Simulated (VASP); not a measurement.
Here is a VASP 6.6.1 calculation.

Contents of POSCAR:

```
Al
1.0
   -1.5912186900      1.5912186900      1.5912186900
    1.5912186900     -1.5912186900      1.5912186900
    1.5912186900      1.5912186900     -1.5912186900
Al
1
Direct
    0.0000000000      0.0000000000      0.0000000000
```

File INCAR.step1:

```
SYSTEM = Al
  PREC = Accurate
  ENCUT = 550
  ISMEAR = 1
  SIGMA = 0.1
  LREAL = .FALSE.
  LASPH = .TRUE.
  NELM = 120
  NBANDS = 8
  GGA = PE
  ALGO = Normal
  EDIFF = 1E-5
  LWAVE = .TRUE.
  LCHARG = .FALSE.
  GGA_COMPAT = .FALSE.
```

Contents of INCAR.step2:

```
SYSTEM = Al
  PREC = Accurate
  ENCUT = 550
  EDIFF = 1E-6
  ISMEAR = 1
  SIGMA = 0.1
  LREAL = .FALSE.
  LASPH = .TRUE.
  NELM = 120
  ALGO = Normal
  ISIF = 2
  LWAVE = .FALSE.
  LCHARG = .FALSE.
  METAGGA = R2SCAN
  LMIXTAU = .TRUE.
  NBANDS = 8
  ISTART = 1
  GGA_COMPAT = .FALSE.
```

The input KPOINTS:

```
regular mesh
0
G
  15 15 15
  0 0 0
```

Potentials or basis: VASP PAW PBE potentials, release 64 (Al).

Run with:

```console
$ cat potpaw_PBE.64/Al/POTCAR > POTCAR
$ cp INCAR.step1 INCAR
$ mpirun -np 1 vasp_std > vasp.out
$ cp INCAR.step2 INCAR
$ mpirun -np 1 vasp_std > vasp.out
```

(1) Predict the band gap on the k mesh.

(2) Estimate the pressure.

Results:

(1) zero (an odd number of electrons rules out a gap without spin polarisation).

(2) 0.0 GPa.

Caveat: the PAW data sets were made with another functional, which shifts forces and pressure a little.
